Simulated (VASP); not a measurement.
A run of VASP 6.6.1 is set up as follows.

Contents of INCAR:

```
  PREC = Accurate
  ENCUT = 520
  EDIFF = 1E-7
  ISMEAR = 0
  SIGMA = 0.15
  LREAL = False
  LASPH = True
  NELM = 60
  ALGO = Normal
  ISIF = 2
  LWAVE = False
  LCHARG = False
  GGA = CA
  NBANDS = 11
```

The input KPOINTS:

```
Automatic mesh
0
Gamma
  24 24 14
```

Contents of POSCAR:

```
Si
1.0
    2.6510666862      0.0000000000      0.0000000000
   -1.3255333431      2.2958910974      0.0000000000
    0.0000000000      0.0000000000      4.5417424135
Si
2
Direct
    0.2201713365      0.6666666667      0.2500000000
    0.6666666667      0.3333333333      0.7500000000
```

Potentials or basis: VASP PAW LDA potentials, release 64 (Si).

Launch:

```bash
$ cat potpaw_LDA.64/Si/POTCAR > POTCAR
$ mpirun -np 1 vasp_std > vasp.out
```

Problem. Predict the largest force.

Solution. 0.180 eV/Å.

Problem. What does it give for the pressure?

Solution. 0.5 GPa.

Problem. Estimate the band gap on the k mesh.

Solution. Zero (bands 4 and 5 overlap by 12.55 eV).

Stress tensor (GPa, compression positive):
```
 0.55 -0.18  0.00
-0.18  0.30  0.00
 0.00  0.00  0.69
```

Caveat: the cell differs from its parent crystal (atom 1 (Si) moved by (-0.300, +0.000) A along x and z).
